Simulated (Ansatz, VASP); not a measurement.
# Two plane-wave programs on SnSe

```
Sn Se
1.0
     4.22201    0.00000    0.00000
     0.00000    4.22201    0.00000
     0.00000    0.00000    5.97110
Sn Se
2 2
Direct
  0.50000 0.00000 0.25009
  0.00000 0.50000 0.74991
  0.50000 0.00000 0.74994
  0.00000 0.50000 0.25006
```

Alike in both runs: functional PBE; dispersion D3(BJ); k mesh 6 × 6 × 6; occupations gaussian, width 0.02 eV; no spin polarisation.

Ansatz relaxed the structure, and its values are those at the end. VASP's run is a single point on that final structure, the one shown.

|  | VASP | Ansatz |
| --- | --- | --- |
| version | VASP 6.6.1 | Ansatz 0.2.0 |
| potentials or method | VASP PAW PBE potentials, release 64 (Sn_d, Se), cutoff 520 eV | scalar-relativistic, plane waves, PAW |
| valence electrons in the cell | 40 | 60 |

```csv
,VASP,Ansatz,Ansatz less VASP
gap on the k mesh at the Fermi level (eV),0.40,0.40,0.000
least direct gap on the mesh (eV),0.40,0.40,0.000
pressure (GPa),0.0,0.0,+0.01
```

VASP's potentials hold 40 valence electrons a cell and Ansatz's 60, so a difference there can come from the potentials and not from the codes. Ansatz's warnings: relaxed geometry near dispersion switch.
